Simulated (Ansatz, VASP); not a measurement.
# Two plane-wave programs on CsBa3

```
Ba Cs
1.0
     0.00000    5.22128    5.22128
     5.22128    0.00000    5.22128
     5.22128    5.22128    0.00000
Ba Cs
3 1
Direct
  0.50000 0.50000 0.50000
  0.75000 0.75000 0.75000
  0.25000 0.25000 0.25000
  0.00000 0.00000 0.00000
```

Alike in both runs: task single point; functional PBE; k mesh 5 × 5 × 5; occupations fermi-dirac, width 0.05 eV; no spin polarisation.

|  | VASP | Ansatz |
| --- | --- | --- |
| version | VASP 6.6.1 | Ansatz 0.2.0 |
| potentials or method | VASP PAW PBE potentials, release 64 (Ba_sv, Cs_sv) | Ansatz PAW |
| plane-wave cutoff (eV) | 520 | 420 |
| valence electrons in the cell | 39 | 39 |

VASP gave:

```
gap on the k mesh at the Fermi level (eV) : none
pressure (GPa)                            : 0.1
```

Task: What did Ansatz give for the same quantities?

Result: gap on the k mesh at the Fermi level (eV): none; pressure (GPa): 0.0.

A gap of «none» marks a metal or a gap that the smearing closes. With one functional, cell and mesh, what is left measures potentials, basis and numerics.

Spin-orbit coupling is off throughout.
